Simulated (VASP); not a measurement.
# ZrB2 (P6/mmm) in VASP: settings compared

The runs below take ZrB2 through single point, with BLYP+D4, PBE.

Everything below comes from runs of VASP 6.6.1. Logs are shortened: lines on timing, memory, paths and dates and some standing lists are left out, and cuts for length are marked.

## (1) The cell of the first run

Symmetry: P6/mmm, No. 191, hexagonal system. The conventional cell has a = 3.149 Å, b = 3.149 Å, c = 3.525 Å, α = 90.00°, β = 90.00°, γ = 120.00°. Within 3.3 Å of Zr (site symmetry 6/mmm) lie 12 B at 2.53 Å and 6 Zr at 3.15 Å. B (site symmetry -6m2) has 3 B at 1.82 Å within 2.4 Å.

## (2) Single point, BLYP+D4

INCAR

```
PREC     = Accurate       # precision mode
ENCUT    = 520            # plane-wave cutoff, eV
EDIFF    = 1E-7           # SCF threshold, eV
ISMEAR   = -1             # smearing method
SIGMA    = 0.05           # smearing width, eV
LREAL    = False          # projectors in reciprocal space
LASPH    = True           # aspherical terms in the spheres
NELM     = 100            # most SCF steps
ALGO     = Normal         # electronic algorithm
ISIF     = 2              # what is computed and relaxed
LWAVE    = False          # write WAVECAR
LCHARG   = True           # write CHGCAR
GGA      = B5             # functional
ALDAX    = 1.0          
AGGAX    = 1.0          
AGGAC    = 1.0          
ALDAC    = 0.0          
IVDW     = 13             # dispersion correction
VDW_S6   = 1.0          
VDW_S8   = 2.34076671   
VDW_A1   = 0.44488865   
VDW_A2   = 4.0933009    
LELF     = True           # ELF
LVHAR    = True         
NBANDS   = 16             # bands
```

KPOINTS

```
regular mesh
0
Gamma
  10 10 8
```

POSCAR

```
ZrB2
1.0
    3.1486297046      0.0000000000      0.0000000000
   -1.5743148523      2.7267933113      0.0000000000
    0.0000000000      0.0000000000      3.5246940578
Zr B
1 2
Direct
    0.0000000000      0.0000000000      0.0000000000
    0.6666666667      0.3333333333      0.5000000000
    0.3333333333      0.6666666667      0.5000000000
```

Potentials or basis: VASP PAW PBE potentials, release 64 (Zr_sv, B).

Launch:

```bash
> cat potpaw_PBE.64/Zr_sv/POTCAR potpaw_PBE.64/B/POTCAR > POTCAR
> mpirun -np 1 vasp_std > vasp.out
```

OUTCAR:

```text
PREC = Accurate
   ENCUT = 520
   EDIFF = 1E-7
   ISMEAR = -1
   LREAL = False
   LASPH = True
   NELM = 100
   ISIF = 2
   GGA = B5
   IVDW = 13

 ion  position               nearest neighbor table
   1  0.000  0.000  0.000-   2 2.53   3 2.53   2 2.53   3 2.53   2 2.53   2 2.53   3 2.53   3 2.53
                             2 2.53   2 2.53   3 2.53   3 2.53
   2  0.667  0.333  0.500-   3 1.82   3 1.82   3 1.82   1 2.53   1 2.53   1 2.53   1 2.53   1 2.53
                             1 2.53
   3  0.333  0.667  0.500-   2 1.82   2 1.82   2 1.82   1 2.53   1 2.53   1 2.53   1 2.53   1 2.53
                             1 2.53

  LATTYP: Found a hexagonal cell.
 ALAT       =     3.1486297046
 C/A-ratio  =     1.1194374660

  Lattice vectors:

 A1 = (   3.1486297046,   0.0000000000,   0.0000000000)
 A2 = (  -1.5743148523,   2.7267933113,   0.0000000000)
 A3 = (   0.0000000000,   0.0000000000,   3.5246940578)

Analysis of symmetry for initial positions (statically):
=====================================================================
 Subroutine PRICEL returns:
 Original cell was already a primitive cell.

 Routine SETGRP: Setting up the symmetry group for a
 hexagonal supercell.

 Subroutine GETGRP returns: Found 24 space group operations
 (whereof 24 operations were pure point group operations)
 out of a pool of 24 trial point group operations.

The static configuration has the point symmetry D_6h.

Analysis of symmetry for dynamics (positions and initial velocities):
=====================================================================
 Subroutine PRICEL returns:
 Original cell was already a primitive cell.

 Routine SETGRP: Setting up the symmetry group for a
 hexagonal supercell.

 Subroutine GETGRP returns: Found 24 space group operations
 (whereof 24 operations were pure point group operations)
 out of a pool of 24 trial point group operations.

The dynamic configuration has the point symmetry D_6h.

 Subroutine INISYM returns: Found 24 space group operations
 (whereof 24 operations are pure point group operations),
 and found     1 'primitive' translations

----------------------------------------------------------------------------------------

                                     Primitive cell

  volume of cell :      30.2618

  direct lattice vectors                    reciprocal lattice vectors
     3.148629705  0.000000000  0.000000000     0.317598477  0.183365566  0.000000000
    -1.574314852  2.726793311  0.000000000     0.000000000  0.366731133  0.000000000
     0.000000000  0.000000000  3.524694058     0.000000000  0.000000000  0.283712567

  length of vectors
     3.148629705  3.148629705  3.524694058     0.366731133  0.366731133  0.283712567

  position of ions in fractional coordinates (direct lattice)
     0.000000000  0.000000000  0.000000000
     0.666666667  0.333333333  0.500000000
     0.333333333  0.666666667  0.500000000

  ion indices of the primitive-cell ions
   primitive index   ion index
                 1           1
                 2           2
                 3           3

----------------------------------------------------------------------------------------

 KPOINTS: regular mesh

Automatic generation of k-mesh.
 Grid dimensions read from file:
 generate k-points for:   10   10    8

 Generating k-lattice:

  Cartesian coordinates                     Fractional coordinates (reciprocal lattice)
     0.031759848  0.018336557  0.000000000     0.100000000 -0.000000000  0.000000000
     0.000000000  0.036673113  0.000000000     0.000000000  0.100000000  0.000000000
     0.000000000  0.000000000  0.035464071     0.000000000  0.000000000  0.125000000

  Length of vectors
     0.036673113  0.036673113  0.035464071

  Shift w.r.t. Gamma in fractional coordinates (k-lattice)
     0.000000000  0.000000000  0.000000000

 Subroutine IBZKPT returns following result:
 ===========================================

 Found     70 irreducible k-points:

 Following reciprocal coordinates:
            Coordinates               Weight
  0.000000  0.000000  0.000000      1.000000
  0.100000 -0.000000  0.000000      6.000000
  0.200000 -0.000000  0.000000      6.000000
  0.300000 -0.000000  0.000000      6.000000
  0.400000 -0.000000  0.000000      6.000000
  0.500000 -0.000000  0.000000      3.000000
[... 16 lines left out ...]
  0.300000  0.100000  0.125000     24.000000
  0.400000  0.100000  0.125000     24.000000
 [... further k-points ...]
   k-points           NKPTS =     70   k-points in BZ     NKDIM =     70   number of bands    NBANDS=     16
   number of dos      NEDOS =    301   number of ions     NIONS =      3
   total plane-waves  NPLWV =  16128
   dimension x,y,z NGX =    24 NGY =   24 NGZ =   28
   dimension x,y,z NGXF=    48 NGYF=   48 NGZF=   56
   ions per type =               1   2
   NGX,Y,Z   is equivalent  to a cutoff of  12.67, 12.67, 13.21 a.u.
   NGXF,Y,Z  is equivalent  to a cutoff of  25.34, 25.34, 26.41 a.u.
 SYSTEM =  unknown system
   PREC   = accura    normal or accurate (medium, high low for compatibility)
   ISTART =      0    job   : 0-new  1-cont  2-samecut
   ICHARG =      2    charge: 1-file 2-atom 10-const
   ISPIN  =      1    spin polarized calculation?
   LNONCOLLINEAR =      F non collinear calculations
   LSORBIT =      F    spin-orbit coupling
   LASPH  =      T    aspherical Exc in radial PAW
   ENCUT  =  520.0 eV  38.22 Ry    6.18 a.u.   5.85  5.85  6.55*2*pi/ulx,y,z
   NELM   =    100;   NELMIN=  2; NELMDL= -5     # of ELM steps
   EDIFF  = 0.1E-06   stopping-criterion for ELM
   LREAL  =      F    real-space projection
   EDIFFG = 0.1E-05   stopping-criterion for IOM
   NSW    =      0    number of steps for IOM
   IBRION =     -1    ionic relax: 0-MD 1-quasi-New 2-CG
   NFREE  =      0    steps in history (QN), initial steepest desc. (CG)
   ISIF   =      2    stress and relaxation
   ISYM   =      2    0-nonsym 1-usesym 2-fastsym
   POTIM  = 0.5000    time-step for ionic-motion
   TEBEG  =    0.0;   TEEND  =   0.0 temperature during run
   PSTRESS=    0.0 pullay stress
   NELECT =      18.0000    total number of electrons
   NUPDOWN=      -1.0000    fix difference up-down
   EMIN   =  10.00;   EMAX   =-10.00  energy-range for DOS
   EFERMI =   0.00;   METHOD = LEGACY
   ISMEAR =    -1;   SIGMA  =   0.05  broadening in eV -4-tet -1-fermi 0-gaus
   EFERMI_NEDOS =   21; number of points for ismear=-14 and -15
   IALGO  =     38    algorithm
   IMIX   =      4    mixing-type and parameters
     AMIX     =   0.40;   BMIX     =  1.00
     AMIX_MAG =   1.60;   BMIX_MAG =  1.00
  volume/ion in A,a.u.               =      10.09        68.07
  Fermi-wavevector in a.u.,A,eV,Ry     =   1.376789  2.601753 25.790480  1.895547
  Thomas-Fermi vector in A             =   2.502001
   LORBIT       =      0    0 simple, 1 ext, 2 COOP (PROOUT), +10 PAW based schemes
   GGA     = B5    functional components
   LHFCALC =     F    Hartree Fock is set to
   AEXX    =    0.0000 exact exchange contribution
   IVDW    =    13    specifies the selected vdW correction
   LEPSILON=     F    determine dielectric tensor
   LRPA    =     F    only Hartree local field effects (RPA)
 non-spin polarized calculation
  energy-cutoff  :      520.00
  volume of cell :       30.26
 maximum number of plane-waves:       828
 NGX is ok and might be reduce to    24
   NGX = 11   NGY = 11   NGZ = 13

 number of electron      18.0000000 magnetization

 Free energy of the ion-electron system (eV)
  ---------------------------------------------------
  ext. energy  EPLUGINS =         0.00000000
  ---------------------------------------------------
  free energy    TOTEN  =       -22.06176863 eV

  energy without entropy =      -22.05885788  energy(sigma->0) =      -22.06031325

 E-fermi :  11.1326     XC(G=0): -11.8665

 val. band max:       11.1080023121   @ k =   0.2000   0.2000   0.1250
 cond. band min:      11.2657153848   @ k =   0.1000  -0.0000   0.5000
 fundamental gap:      0.1577130727
 Fermi energy:        11.1325902555

 k-point     1 :       0.0000    0.0000    0.0000
  band No.  band energies     occupation
      1     -37.4684      2.00000
      2     -15.7293      2.00000
      3     -15.1676      2.00000
      4     -15.1676      2.00000
      5      -1.4856      2.00000
      6       8.5318      2.00000
[... 8 lines left out ...]
     15      16.5557      0.00000
     16      16.5557      0.00000

 k-point     2 :       0.1000   -0.0000    0.0000
  band No.  band energies     occupation
      1     -37.4566      2.00000
      2     -15.7122      2.00000
      3     -15.2672      2.00000
      4     -15.1893      2.00000
      5      -1.2860      2.00000
      6       7.9747      2.00000
[... 8 lines left out ...]
     15      17.1545      0.00000
     16      17.6625      0.00000

 k-point     3 :       0.2000   -0.0000    0.0000
  band No.  band energies     occupation
      1     -37.4256      2.00000
      2     -15.6672      2.00000
      3     -15.5204      2.00000
      4     -15.2454      2.00000
      5      -0.7195      2.00000
      6       6.7341      2.00000
[... 8 lines left out ...]
     15      17.9524      0.00000
     16      18.9848      0.00000

 k-point     4 :       0.3000   -0.0000    0.0000
  band No.  band energies     occupation
      1     -37.3869      2.00000
      2     -15.8198      2.00000
      3     -15.6110      2.00000
      4     -15.3139      2.00000
      5       0.1419      2.00000
      6       5.3077      2.00000
[... 8 lines left out ...]
     15      18.9507      0.00000
     16      21.2703      0.00000

 k-point     5 :       0.4000   -0.0000    0.0000
  band No.  band energies     occupation
      1     -37.3554      2.00000
      2     -16.0523      2.00000
      3     -15.5650      2.00000
      4     -15.3685      2.00000
      5       1.2226      2.00000
      6       3.8824      2.00000
[... 8 lines left out ...]
     15      20.3871      0.00000
     16      20.3891      0.00000

 k-point     6 :       0.5000   -0.0000    0.0000
  band No.  band energies     occupation
      1     -37.3433      2.00000
      2     -16.1390      2.00000
      3     -15.5474      2.00000
      4     -15.3892      2.00000
      5       2.2833      2.00000
      6       2.7072      2.00000
[... 8 lines left out ...]
     15      19.0815      0.00000
     16      21.1173      0.00000
[... 267 lines left out ...]
 k-point    21 :       0.1000    0.1000    0.1250
  band No.  band energies     occupation
      1     -37.4324      2.00000
      2     -15.7334      2.00000
      3     -15.4301      2.00000
      4     -15.2315      2.00000
      5      -0.7112      2.00000
      6       7.2401      2.00000
[... 8 lines left out ...]
     15      17.9143      0.00000
     16      18.2578      0.00000

 k-point    22 :       0.2000    0.1000    0.1250
  band No.  band energies     occupation
      1     -37.3976      2.00000
      2     -15.6963      2.00000
      3     -15.6700      2.00000
      4     -15.3113      2.00000
      5      -0.0425      2.00000
      6       5.9616      2.00000
[... 8 lines left out ...]
     15      18.5596      0.00000
     16      19.9099      0.00000

 k-point    23 :       0.3000    0.1000    0.1250
  band No.  band energies     occupation
      1     -37.3625      2.00000
      2     -15.9335      2.00000
      3     -15.6246      2.00000
      4     -15.3907      2.00000
      5       0.8676      2.00000
      6       4.5640      2.00000
[... 8 lines left out ...]
     15      18.8211      0.00000
     16      21.7359      0.00000

 k-point    24 :       0.4000    0.1000    0.1250
  band No.  band energies     occupation
      1     -37.3407      2.00000
      2     -16.0809      2.00000
      3     -15.5910      2.00000
      4     -15.4392      2.00000
      5       1.9622      2.00000
      6       3.2141      2.00000
[... 8 lines left out ...]
     15      19.5967      0.00000
     16      21.3532      0.00000

 [... further k-points ...]

------------------------ aborting loop because EDIFF is reached ----------------------------------------

  DFT-D4 for vdW energy calculation

  Edisp (eV):   -1.81417

  FORCE on cell =-STRESS in cart. coord.  units (eV):
  Direction    XX          YY          ZZ          XY          YZ          ZX
  --------------------------------------------------------------------------------------
  -------------------------------------------------------------------------------------
  Total       0.06251     0.06251     0.10283     0.00000    -0.00000     0.00000
  in kB       3.30937     3.30937     5.44395     0.00000    -0.00000     0.00000
  external pressure =        4.02 kB  Pullay stress =        0.00 kB

 VOLUME and BASIS-vectors are now :
 -----------------------------------------------------------------------------
  energy-cutoff  :      520.00
  volume of cell :       30.26
      direct lattice vectors                 reciprocal lattice vectors
     3.148629705  0.000000000  0.000000000     0.317598477  0.183365566  0.000000000
    -1.574314852  2.726793311  0.000000000     0.000000000  0.366731133  0.000000000
     0.000000000  0.000000000  3.524694058     0.000000000  0.000000000  0.283712567

 POSITION                                       TOTAL-FORCE (eV/Angst)
 -----------------------------------------------------------------------------------
      0.00000      0.00000      0.00000         0.000000      0.000000      0.000000
      1.57431      0.90893      1.76235        -0.000000      0.000000      0.000000
     -0.00000      1.81786      1.76235         0.000000     -0.000000      0.000000
 -----------------------------------------------------------------------------------
    total drift:                               -0.000000      0.000000      0.000000

  FREE ENERGIE OF THE ION-ELECTRON SYSTEM (eV)
  ---------------------------------------------------
  free  energy   TOTEN  =       -23.8759412376 eV

  energy  without entropy=      -23.8730304851  energy(sigma->0) =      -23.87448586
```

Wall time 43 s (1 thread of Intel Xeon 8259CL, shared host); peak memory 0.17 GiB.

Results:

```yaml
Free_energy: -23.8759 eV
Pressure: 0.4 GPa
Band_gap_on_the_k_mesh: zero (band 9 reaches 11.85 eV, above the bottom of band 10 at 10.97 eV)
Dispersion_energy_per_atom: -0.605 eV
```

Stress tensor (GPa, compression positive):
```
0.33 0.00 0.00
0.00 0.33 0.00
0.00 0.00 0.54
```

Caveat: the PAW data sets were made with another functional, which shifts forces and pressure a little; pairwise dispersion overbinds metals, which lowers pressure and volume.

## (3) Single point, PBE

This run uses another cell than the first one, of 10.25 Å³/atom, 1.016 times its volume.

INCAR

```
SYSTEM = ZrB2
PREC = Accurate ; ENCUT = 520
EDIFF = 1E-7 ; ISMEAR = 0
SIGMA = 0.015 ; LREAL = .False.
LASPH = .True. ; NELM = 80
ALGO = Normal ; ISIF = 2
LWAVE = .False. ; LCHARG = .False.
GGA = PE ; NBANDS = 16
```

KPOINTS

```
regular mesh
0
Gamma
  10 10 8
  0 0 0
```

POSCAR

```
ZrB2
1.0
    3.1700000000      0.0000000000      0.0000000000
   -1.5850000000      2.7453005300      0.0000000000
    0.0000000000      0.0000000000      3.5330000000
Zr B
1 2
Direct
    0.0000000000      0.0000000000      0.0000000000
    0.6666666667      0.3333333333      0.5000000000
    0.3333333333      0.6666666667      0.5000000000
```

Potentials or basis: VASP PAW PBE potentials, release 64 (Zr_sv, B).

Launch:

```bash
> cat potpaw_PBE.64/Zr_sv/POTCAR potpaw_PBE.64/B/POTCAR > POTCAR
> mpirun -np 1 vasp_std > vasp.out
```

Run time: 32 s. Hardware: 1 thread of Intel Xeon 8259CL, shared host; peak memory 0.16 GiB.

The run converged. Its results:

- Free energy: -24.9741 eV
- Pressure: 0.9 GPa
- Band gap on the k mesh: zero (band 9 reaches 11.10 eV, above the bottom of band 10 at 10.29 eV)

Stress tensor (GPa, compression positive):
```
0.51 0.00 0.00
0.00 0.51 0.00
0.00 0.00 1.77
```

Levels at points of the mesh, in eV from the Fermi level:
```tsv
k point	band 7	band 8	band 9	band 10	band 11	band 12
(0.00, 0.00, 0.00)	-2.51	-2.46	-2.22	3.52	3.52	4.30
(0.50, 0.00, 0.00)	-3.77	-2.93	-2.56	2.35	2.43	5.04
(0.00, 0.00, 0.50)	-0.84	-0.84	0.45	0.45	0.90	0.90
(0.50, 0.00, 0.50)	-4.48	-4.01	-1.88	3.87	4.21	5.41
```

## (4) Single point, PBE

This run uses another cell than the first one, of 10.29 Å³/atom, 1.020 times its volume.

INCAR

```
SYSTEM = ZrB2
PREC = Accurate
ENCUT = 520
EDIFF = 1E-6
ISMEAR = -1
SIGMA = 0.05
LREAL = .False.
LASPH = .True.
NELM = 80
ALGO = Normal
ISIF = 2
LWAVE = .False.
LCHARG = .True.
GGA = PE
LELF = .True.
LVHAR = .True.
NBANDS = 16
```

KPOINTS

```
Automatic mesh
0
Gamma
  10 10 8
  0 0 0
```

POSCAR

```
ZrB2
1.0
    3.1699047675      0.0000000000      0.0000000000
   -1.5849523838      2.7452180563      0.0000000000
    0.0000000000      0.0000000000      3.5462010145
Zr B
1 2
Direct
    0.0000000000      0.0000000000      0.0000000000
    0.6666666667      0.3333333333      0.5000000000
    0.3333333333      0.6666666667      0.5000000000
```

Launch:

```bash
> cat potpaw_PBE.64/Zr_sv/POTCAR potpaw_PBE.64/B/POTCAR > POTCAR
> mpirun -np 1 vasp_std > vasp.out
```

Wall time 40 s (1 thread of Intel Xeon 8259CL, shared host); peak memory 0.16 GiB.

Results (log left out):

* Free energy: -24.9765 eV
* Pressure: 0.1 GPa
* Band gap on the k mesh: zero (band 9 reaches 11.09 eV, above the bottom of band 10 at 10.25 eV)

Levels at points of the mesh, in eV from the Fermi level:
```csv
k point,band 7,band 8,band 9,band 10,band 11,band 12
"(0.00, 0.00, 0.00)",-2.51,-2.50,-2.29,3.47,3.47,4.21
"(0.50, 0.00, 0.00)",-3.82,-2.96,-2.58,2.30,2.38,5.01
"(0.00, 0.00, 0.50)",-0.86,-0.86,0.45,0.45,0.86,0.86
"(0.50, 0.00, 0.50)",-4.49,-4.03,-1.93,3.76,4.16,5.37
```

## (5) The runs side by side

```tsv
level	cell	smearing	gap on the mesh (eV)	pressure (GPa)
BLYP+D4	a = 3.149, b = 3.149, c = 3.525 Å, angles 90.0, 90.0, 120.0°, 3 atoms	fermi-dirac 0.05 eV	none	0.4
PBE	a = 3.170, b = 3.170, c = 3.533 Å, angles 90.0, 90.0, 120.0°, 3 atoms	gaussian 0.015 eV	none	0.9
PBE	a = 3.170, b = 3.170, c = 3.546 Å, angles 90.0, 90.0, 120.0°, 3 atoms	fermi-dirac 0.05 eV	none	0.1
```

Alike in all rows: task single point; potentials or basis VASP PAW PBE potentials, release 64 (Zr_sv, B); no spin polarisation; k mesh 10 × 10 × 8; cutoff (eV) 520.

Caveats: the PAW data sets were made with another functional, which shifts forces and pressure a little (some runs); pairwise dispersion overbinds metals, which lowers pressure and volume (some runs).

Absolute energies hang on the potentials; compare differences alone.
